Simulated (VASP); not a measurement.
## Hg2O: single point with PBE

Hg2O:

```
Hg O
1.0
     5.55286    0.00000    0.00000
     0.00000    5.90807    0.00000
     0.00000    0.00000    3.53723
Hg O
4 2
Direct
  0.21455 0.38357 0.00000
  0.78545 0.61643 0.00000
  0.71455 0.11643 0.50000
  0.28545 0.88357 0.50000
  0.00000 0.00000 0.00000
  0.50000 0.50000 0.50000
```

```
Program                : VASP 6.6.1
Task                   : single point
Functional             : PBE
Potentials or basis    : VASP PAW PBE potentials, release 64 (Hg, O)
Cutoff                 : 520 eV
k mesh                 : 8 × 6 × 10
Occupations            : gaussian, width 0.1 eV
Spin                   : no spin polarisation
Dipole correction      : no
Further INCAR settings : ALGO = Normal; EDIFF = 1e-06; NBANDS = 39
```

The pressure is 0.5 GPa. The largest force is 0.032 eV/Å and the band gap on the k mesh is zero (bands 30 and 31 overlap by 0.50 eV).

Forces in eV/Å, atoms in the order of the input:
```
Hg   0.017 -0.026  0.000
Hg  -0.017  0.026  0.000
Hg   0.017  0.026  0.000
Hg  -0.017 -0.026  0.000
O    0.000  0.000  0.000
O    0.000  0.000  0.000
```

Stress tensor (GPa, compression positive):
```
0.74 0.00 0.00
0.00 0.42 0.00
0.00 0.00 0.40
```

Levels at points of the mesh, in eV from the Fermi level:
```
           k point  band 26  band 27  band 28  band 29  band 30  band 31  band 32  band 33  band 34  band 35
(0.00, 0.00, 0.00)    -2.54    -2.42    -1.98    -1.64    -1.17     2.04     2.10     2.21     4.09     5.59
(0.50, 0.00, 0.00)    -3.03    -1.44    -1.44    -1.19    -1.19     0.68     0.68     2.70     2.70     8.22
(0.00, 0.50, 0.00)    -3.26    -1.53    -1.53    -1.16    -1.16     1.71     1.71     2.94     2.94     6.80
(0.50, 0.50, 0.00)    -2.04    -1.92    -1.92    -1.41    -1.41     0.01     0.01     5.97     5.97     6.39
(0.00, 0.00, 0.50)    -2.49    -2.17    -2.17    -0.47    -0.47     1.49     1.49     2.52     2.52     4.99
(0.50, 0.00, 0.50)    -2.34    -2.23    -2.23    -2.15    -2.15     2.35     2.35     3.77     3.77     5.03
(0.00, 0.50, 0.50)    -2.56    -2.18    -2.18    -0.08    -0.08     0.64     0.64     2.32     2.32     5.37
(0.50, 0.50, 0.50)    -3.29    -2.94    -2.94    -0.37    -0.37     1.94     1.94     2.59     2.59     3.60
```

Wall time 7.1 min on 1 thread of AMD EPYC 7R13 (shared host), peak memory 0.48 GiB.

Caveat: semilocal functionals underestimate gaps, and a narrow one can read as zero; spin-orbit coupling is left out, which moves the levels of the heavy elements.
